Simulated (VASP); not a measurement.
# AlN (pbe) (F-43m) in VASP: further runs, part 2 of 2

VASP 6.6.1. The steps go on from the part before.

### Step 3. Single point, PBE

The input, INCAR:

```
  ALGO = Normal
  EDIFF = 1E-6
  ENCUT = 600
  GGA = PE
  GGA_COMPAT = False
  ISIF = 2
  ISMEAR = 0
  LASPH = True
  LCHARG = False
  LREAL = False
  LWAVE = False
  NBANDS = 11
  NELM = 120
  PREC = Accurate
  SIGMA = 0.01
```

The input, KPOINTS:

```
k-points
0
Gamma
  8 8 8
```

The input, POSCAR:

```
AlN
1.0
    0.0000000000      2.2012559908      2.2012559908
    2.2012559908      0.0000000000      2.2012559908
    2.2012559908      2.2012559908      0.0000000000
Al N
1 1
Direct
    0.0000000000      0.0000000000      0.0000000000
    0.2500000000      0.2500000000      0.2500000000
```

Potentials or basis: VASP PAW PBE potentials, release 64 (Al, N).

Started as:

```
$ cat potpaw_PBE.64/Al/POTCAR potpaw_PBE.64/N/POTCAR > POTCAR
$ mpirun -np 1 vasp_std > vasp.out
```

OUTCAR:

```text
EDIFF = 1E-6
   ENCUT = 600
   GGA = PE
   ISIF = 2
   ISMEAR = 0
   LASPH = True
   LREAL = False
   NELM = 120
   PREC = Accurate

 ion  position               nearest neighbor table
   1  0.000  0.000  0.000-   2 1.91   2 1.91   2 1.91   2 1.91
   2  0.250  0.250  0.250-   1 1.91   1 1.91   1 1.91   1 1.91

  LATTYP: Found a face centered cubic cell.
 ALAT       =     4.4025119816

  Lattice vectors:

 A1 = (   0.0000000000,   2.2012559908,   2.2012559908)
 A2 = (   2.2012559908,   0.0000000000,   2.2012559908)
 A3 = (   2.2012559908,   2.2012559908,   0.0000000000)

Analysis of symmetry for initial positions (statically):
=====================================================================
 Subroutine PRICEL returns:
 Original cell was already a primitive cell.

 Routine SETGRP: Setting up the symmetry group for a
 face centered cubic supercell.

 Subroutine GETGRP returns: Found 24 space group operations
 (whereof 24 operations were pure point group operations)
 out of a pool of 48 trial point group operations.

The static configuration has the point symmetry T_d .

Analysis of symmetry for dynamics (positions and initial velocities):
=====================================================================
 Subroutine PRICEL returns:
 Original cell was already a primitive cell.

 Routine SETGRP: Setting up the symmetry group for a
 face centered cubic supercell.

 Subroutine GETGRP returns: Found 24 space group operations
 (whereof 24 operations were pure point group operations)
 out of a pool of 48 trial point group operations.

The dynamic configuration has the point symmetry T_d .

 Subroutine INISYM returns: Found 24 space group operations
 (whereof 24 operations are pure point group operations),
 and found     1 'primitive' translations

----------------------------------------------------------------------------------------

                                     Primitive cell

  volume of cell :      21.3325

  direct lattice vectors                    reciprocal lattice vectors
     0.000000000  2.201255991  2.201255991    -0.227143050  0.227143050  0.227143050
     2.201255991  0.000000000  2.201255991     0.227143050 -0.227143050  0.227143050
     2.201255991  2.201255991  0.000000000     0.227143050  0.227143050 -0.227143050

  length of vectors
     3.113046076  3.113046076  3.113046076     0.393423304  0.393423304  0.393423304

  position of ions in fractional coordinates (direct lattice)
     0.000000000  0.000000000  0.000000000
     0.250000000  0.250000000  0.250000000

  ion indices of the primitive-cell ions
   primitive index   ion index
                 1           1
                 2           2

----------------------------------------------------------------------------------------

 KPOINTS: k-points

Automatic generation of k-mesh.
 Grid dimensions read from file:
 generate k-points for:    8    8    8

 Generating k-lattice:

  Cartesian coordinates                     Fractional coordinates (reciprocal lattice)
    -0.028392881  0.028392881  0.028392881     0.125000000  0.000000000  0.000000000
     0.028392881 -0.028392881  0.028392881     0.000000000  0.125000000  0.000000000
     0.028392881  0.028392881 -0.028392881     0.000000000  0.000000000  0.125000000

  Length of vectors
     0.049177913  0.049177913  0.049177913

  Shift w.r.t. Gamma in fractional coordinates (k-lattice)
     0.000000000  0.000000000  0.000000000

 Subroutine IBZKPT returns following result:
 ===========================================

 Found     29 irreducible k-points:

 Following reciprocal coordinates:
            Coordinates               Weight
  0.000000  0.000000  0.000000      1.000000
  0.125000  0.000000  0.000000      8.000000
  0.250000  0.000000  0.000000      8.000000
  0.375000  0.000000  0.000000      8.000000
  0.500000  0.000000  0.000000      4.000000
  0.125000  0.125000  0.000000      6.000000
[... 16 lines left out ...]
  0.500000  0.250000  0.125000     48.000000
 -0.375000  0.250000  0.125000     24.000000
 [... further k-points ...]
   k-points           NKPTS =     29   k-points in BZ     NKDIM =     29   number of bands    NBANDS=     11
   number of dos      NEDOS =    301   number of ions     NIONS =      2
   total plane-waves  NPLWV =  21952
   dimension x,y,z NGX =    28 NGY =   28 NGZ =   28
   dimension x,y,z NGXF=    56 NGYF=   56 NGZF=   56
   ions per type =               1   1
   NGX,Y,Z   is equivalent  to a cutoff of  14.95, 14.95, 14.95 a.u.
   NGXF,Y,Z  is equivalent  to a cutoff of  29.91, 29.91, 29.91 a.u.
 SYSTEM =  unknown system
   PREC   = accura    normal or accurate (medium, high low for compatibility)
   ISTART =      0    job   : 0-new  1-cont  2-samecut
   ICHARG =      2    charge: 1-file 2-atom 10-const
   ISPIN  =      1    spin polarized calculation?
   LNONCOLLINEAR =      F non collinear calculations
   LSORBIT =      F    spin-orbit coupling
   LASPH  =      T    aspherical Exc in radial PAW
   ENCUT  =  600.0 eV  44.10 Ry    6.64 a.u.   6.22  6.22  6.22*2*pi/ulx,y,z
   NELM   =    120;   NELMIN=  2; NELMDL= -5     # of ELM steps
   EDIFF  = 0.1E-05   stopping-criterion for ELM
   LREAL  =      F    real-space projection
[... 7 lines left out ...]
   TEBEG  =    0.0;   TEEND  =   0.0 temperature during run
   PSTRESS=    0.0 pullay stress
   NELECT =       8.0000    total number of electrons
   NUPDOWN=      -1.0000    fix difference up-down
   EMIN   =  10.00;   EMAX   =-10.00  energy-range for DOS
   EFERMI =   0.00;   METHOD = LEGACY
   ISMEAR =     0;   SIGMA  =   0.01  broadening in eV -4-tet -1-fermi 0-gaus
   EFERMI_NEDOS =   21; number of points for ismear=-14 and -15
   IALGO  =     38    algorithm
   IMIX   =      4    mixing-type and parameters
     AMIX     =   0.40;   BMIX     =  1.00
     AMIX_MAG =   1.60;   BMIX_MAG =  1.00
  volume/ion in A,a.u.               =      10.67        71.98
  Fermi-wavevector in a.u.,A,eV,Ry     =   1.180568  2.230950 18.962989  1.393740
  Thomas-Fermi vector in A             =   2.316858
   LORBIT       =      0    0 simple, 1 ext, 2 COOP (PROOUT), +10 PAW based schemes
   GGA     = PE    functional components
   LHFCALC =     F    Hartree Fock is set to
   AEXX    =    0.0000 exact exchange contribution
   IVDW    =     0    specifies the selected vdW correction
   LEPSILON=     F    determine dielectric tensor
   LRPA    =     F    only Hartree local field effects (RPA)
 non-spin polarized calculation
 Gauss-broadening in eV      SIGMA  =   0.01
  energy-cutoff  :      600.00
  volume of cell :       21.33
 maximum number of plane-waves:       725
 NGX is ok and might be reduce to    28
   NGX = 13   NGY = 13   NGZ = 13

 number of electron       8.0000000 magnetization

 Free energy of the ion-electron system (eV)
  ---------------------------------------------------
  ext. energy  EPLUGINS =         0.00000000
  ---------------------------------------------------
  free energy    TOTEN  =       -14.84882557 eV

  energy without entropy =      -14.84882557  energy(sigma->0) =      -14.84882557

 E-fermi :   5.8722     XC(G=0): -10.8312

 val. band max:        5.7493005686   @ k =   0.0000   0.0000   0.0000
 cond. band min:       9.0545082744   @ k =   0.5000   0.5000   0.0000
 fundamental gap:      3.3052077059
 Fermi energy:         5.8722228920

 k-point     1 :       0.0000    0.0000    0.0000
  band No.  band energies     occupation
      1      -9.0966      2.00000
      2       5.7493      2.00000
      3       5.7493      2.00000
      4       5.7493      2.00000
      5       9.7377      0.00000
      6      18.0773      0.00000
      7      18.0773      0.00000
      8      18.0773      0.00000
      9      23.2491      0.00000
     10      23.2491      0.00000
     11      24.6055      0.00000

 k-point     2 :       0.1250    0.0000    0.0000
  band No.  band energies     occupation
      1      -8.8757      2.00000
      2       4.5728      2.00000
      3       5.6711      2.00000
      4       5.6711      2.00000
      5      10.6869      0.00000
      6      17.5065      0.00000
      7      18.2475      0.00000
      8      18.2475      0.00000
      9      21.7323      0.00000
     10      21.7323      0.00000
     11      23.5685      0.00000
[... 295 lines left out ...]
 k-point    24 :      -0.3750    0.2500    0.1250
  band No.  band energies     occupation
      1      -6.8086      2.00000
      2       0.6930      2.00000
      3       3.5546      2.00000
      4       4.6477      2.00000
      5      12.7746      0.00000
      6      14.7930      0.00000
      7      17.6851      0.00000
      8      18.2292      0.00000
      9      22.6242      0.00000
     10      24.2578      0.00000
     11      27.4564      0.00000

 [... further k-points ...]
[... 5 lines left out ...]
  --------------------------------------------------------------------------------------
  -------------------------------------------------------------------------------------
  Total       -0.0428012     -0.0428012     -0.0428012      0.0000000      0.0000000     -0.0000000
  in kB       -3.2145854     -3.2145854     -3.2145854      0.0000000      0.0000000     -0.0000000
  external PRESSURE =      -3.2145854 kB  Pullay stress =       0.0000000 kB

 VOLUME and BASIS-vectors are now :
 -----------------------------------------------------------------------------
  energy-cutoff  :      600.00
  volume of cell :       21.33
      direct lattice vectors                 reciprocal lattice vectors
     0.000000000  2.201255991  2.201255991    -0.227143050  0.227143050  0.227143050
     2.201255991  0.000000000  2.201255991     0.227143050 -0.227143050  0.227143050
     2.201255991  2.201255991  0.000000000     0.227143050  0.227143050 -0.227143050

 POSITION                                       TOTAL-FORCE (eV/Angst)
 -----------------------------------------------------------------------------------
      0.00000      0.00000      0.00000        -0.000000      0.000000     -0.000000
      1.10063      1.10063      1.10063         0.000000     -0.000000      0.000000
 -----------------------------------------------------------------------------------
    total drift:                                0.000000      0.000000      0.000000

  FREE ENERGIE OF THE ION-ELECTRON SYSTEM (eV)
  ---------------------------------------------------
  free  energy   TOTEN  =       -14.8488255652 eV

  energy  without entropy=      -14.8488255652  energy(sigma->0) =      -14.84882557
```

Run time: 9.7 s. Hardware: 1 thread of Intel Xeon Platinum 8488C (Sapphire Rapids), shared host; peak memory 0.15 GiB.

What came out:

```
Free energy            : -14.8488 eV
Pressure               : -0.3 GPa
Band gap on the k mesh : 3.31 eV, indirect (least direct gap 3.99 eV)
```

Levels at points of the mesh, in eV from the valence-band top:
| k point | band 1 | band 2 | band 3 | band 4 | band 5 | band 6 | band 7 | band 8 |
| --- | --- | --- | --- | --- | --- | --- | --- | --- |
| (0.00, 0.00, 0.00) | -14.85 | 0.00 | 0.00 | 0.00 | 3.99 | 12.33 | 12.33 | 12.33 |
| (0.50, 0.00, 0.00) | -12.87 | -5.76 | -0.48 | -0.48 | 7.17 | 9.70 | 11.00 | 11.00 |
| (0.50, 0.50, 0.00) | -12.25 | -4.83 | -1.75 | -1.75 | 3.31 | 8.47 | 13.64 | 15.44 |

A k mesh can miss the band edges. Expect the measured gap to be larger: semilocal functionals such as PBE lack the derivative discontinuity.

### Step 4. Relaxation of cell and atoms, PBE

This run uses another cell than the first one, of 10.50 Å³/atom, 0.985 times its volume.

The input, INCAR:

```
  PREC = Accurate
  ENCUT = 600
  EDIFF = 1E-7
  ISMEAR = 0
  SIGMA = 0.02
  LREAL = F
  LASPH = T
  NELM = 120
  ALGO = Normal
  ISIF = 3
  LWAVE = F
  LCHARG = F
  GGA = PE
  IBRION = 2
  NSW = 100
  EDIFFG = -0.002
  GGA_COMPAT = F
  NELMIN = 4
```

The input, KPOINTS:

```
regular mesh
0
Gamma
  8 8 8
```

The input, POSCAR:

```
AlN
1.0
    0.0000000000      2.1900000000      2.1900000000
    2.1900000000      0.0000000000      2.1900000000
    2.1900000000      2.1900000000      0.0000000000
Al N
1 1
Direct
    0.0000000000      0.0000000000      0.0000000000
    0.2500000000      0.2500000000      0.2500000000
```

Started as:

```
$ cat potpaw_PBE.64/Al/POTCAR potpaw_PBE.64/N/POTCAR > POTCAR
$ mpirun -np 1 vasp_std > vasp.out
```

Wall time 26 s (1 thread of Intel Xeon Platinum 8488C (Sapphire Rapids), shared host); peak memory 0.15 GiB.

The run converged. Its results:

| Quantity | Value |
| --- | --- |
| Free energy | -14.8484 eV |
| Relaxed volume | 10.65 Å³/atom |
| Relaxed cell | a = 3.111 Å, b = 3.111 Å, c = 3.111 Å, α = 60.00°, β = 60.00°, γ = 60.00° |
| Space group after relaxing (to 0.05 Å) | F-43m (No. 216) |
| Energy gained by relaxing | 1.2 meV/atom |
| Ionic steps | 3 |
| Pressure after relaxing | 0.0 GPa |
| Band gap on the k mesh | 3.31 eV, indirect (least direct gap 4.00 eV) |

The path:
| step | energy change (eV) | largest force (eV/Å) | pressure (GPa) | volume (Å³) |
| --- | --- | --- | --- | --- |
| 1 | 0.0000 | 0.0000 | 2.76 | 21.01 |
| 2 | -0.0006 | 0.0000 | -2.31 | 21.56 |
| 3 | -0.0025 | 0.0000 | 0.00 | 21.30 |

Final structure:
```yaml
crystal:
  lattice:
    - [0.00000, 2.20012, 2.20012]
    - [2.20012, 0.00000, 2.20012]
    - [2.20012, 2.20012, 0.00000]
  atoms:
    - { symbol: Al, position: [0.00000, 0.00000, 0.00000] }
    - { symbol: N, position: [0.25000, 0.25000, 0.25000] }
```

Levels at points of the mesh, in eV from the valence-band top:
```
           k point  band 1  band 2  band 3  band 4  band 5  band 6  band 7  band 8
(0.00, 0.00, 0.00)  -14.85    0.00    0.00    0.00    4.00   12.34   12.34   12.34
(0.50, 0.00, 0.00)  -12.87   -5.76   -0.48   -0.48    7.18    9.71   11.01   11.01
(0.50, 0.50, 0.00)  -12.26   -4.84   -1.75   -1.75    3.31    8.48   13.66   15.46
```

A k mesh can miss the band edges.

### Step 5. Overview

| task | cell | smearing | gap on the mesh (eV) | pressure (GPa) |
| --- | --- | --- | --- | --- |
| single point | a = 3.113 Å, angles 60.0°, 2 atoms | gaussian 0.02 eV | 3.31 | -0.3 |
| single point | a = 3.113 Å, angles 60.0°, 2 atoms | gaussian 0.01 eV | 3.31 | -0.3 |
| relaxation of cell and atoms | relaxed from a = 3.097 Å, angles 60.0°, 2 atoms | gaussian 0.02 eV | 3.31 | 0.0 |

Alike in all rows: level PBE; potentials or basis VASP PAW PBE potentials, release 64 (Al, N); no spin polarisation; k mesh 8 × 8 × 8; cutoff (eV) 600.

Total energies depend on the potentials used, so only differences within one code and one set of settings carry meaning.
